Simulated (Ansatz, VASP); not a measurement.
**Two plane-wave programs on Zr4Cl**

```xyz
5
Lattice="4.8306 0.0000 0.0000 0.0000 4.8306 0.0000 0.0000 0.0000 4.8306" Properties=species:S:1:pos:R:3 pbc="T T T"
Zr    2.4153    0.0000    0.0000
Zr    0.0000    2.4153    0.0000
Zr    0.0000    0.0000    2.4153
Zr    2.4153    2.4153    2.4153
Cl    0.0000    0.0000    0.0000
```

Alike in both runs: functional PBE; k mesh 8 × 8 × 8; occupations gaussian, width 0.1 eV; no spin polarisation.

Ansatz relaxed the structure, and its values are those at the end. VASP's run is a single point on that final structure, the one shown.

```csv
,VASP,Ansatz
version,VASP 6.6.1,Ansatz 0.2.0
potentials or method,"VASP PAW PBE potentials, release 64 (Zr_sv, Cl), cutoff 520 eV","scalar-relativistic, plane waves, PAW"
valence electrons in the cell,55,55
```

Ansatz gave:

* gap on the k mesh at the Fermi level (eV): none
* pressure (GPa): 0.0

Question: Which values does VASP return?

Answer: gap on the k mesh at the Fermi level (eV): none; pressure (GPa): 0.1.

A gap of «none» marks a metal or a gap that the smearing closes. The functional is the same, so the differences come from potentials, cutoffs and numerics.
